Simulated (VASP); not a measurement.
Wanted: the native input for a VASP 6.6.1 run.

```yaml
Task: single point
Functional: PBE
Dispersion: D3(BJ)
Potentials_or_basis: VASP PAW PBE potentials, release 64 (Mo_sv, S)
Cutoff: 520 eV
k_mesh: 12 × 12 × 4
Occupations: gaussian, width 0.02 eV
Spin: no spin polarisation
Dipole_correction: no
Further_INCAR_settings: ALGO = Normal; EDIFF = 1e-07; NBANDS = 35
```

The structure of MoS2 lies in POSCAR:

```
MoS2
1.0
    3.2437645039      0.0000000000      0.0000000000
   -1.6218822519      2.8091824643      0.0000000000
    0.0000000000      0.0000000000     11.9713414737
Mo S
2 4
Direct
    0.6666666667      0.3333333333      0.2500390445
    0.3333333333      0.6666666667      0.7499609555
    0.3333333333      0.6666666667      0.3782874063
    0.6666666667      0.3333333333      0.8782100042
    0.3333333333      0.6666666667      0.1217899958
    0.6666666667      0.3333333333      0.6217125937
```

These files were run (other wordings do the same):

INCAR

```
SYSTEM = MoS2
  ALGO = Normal
  EDIFF = 1E-7
  ENCUT = 520
  GGA = PE
  ISIF = 2
  ISMEAR = 0
  IVDW = 12
  LASPH = .TRUE.
  LCHARG = .TRUE.
  LELF = .TRUE.
  LREAL = .FALSE.
  LVHAR = .TRUE.
  LWAVE = .FALSE.
  NBANDS = 35
  NELM = 80
  PREC = Accurate
  SIGMA = 0.02
```

KPOINTS

```
k-points
0
G
  12 12 4
  0 0 0
```

Potentials or basis: VASP PAW PBE potentials, release 64 (Mo_sv, S).

Run with:

```console
$ cat potpaw_PBE.64/Mo_sv/POTCAR potpaw_PBE.64/S/POTCAR > POTCAR
$ mpirun -np 1 vasp_std > vasp.out
```

It gave:

```
Pressure                   : -5.2 GPa
Largest force              : 0.014 eV/Å
Band gap on the k mesh     : 0.51 eV, indirect (least direct gap 1.40 eV)
Dispersion energy per atom : -0.416 eV
```

It took 3.1 min on 1 thread of Intel(R) Xeon(R) Platinum 8488C (Sapphire Rapids), on a shared host, peak memory 0.36 GiB.
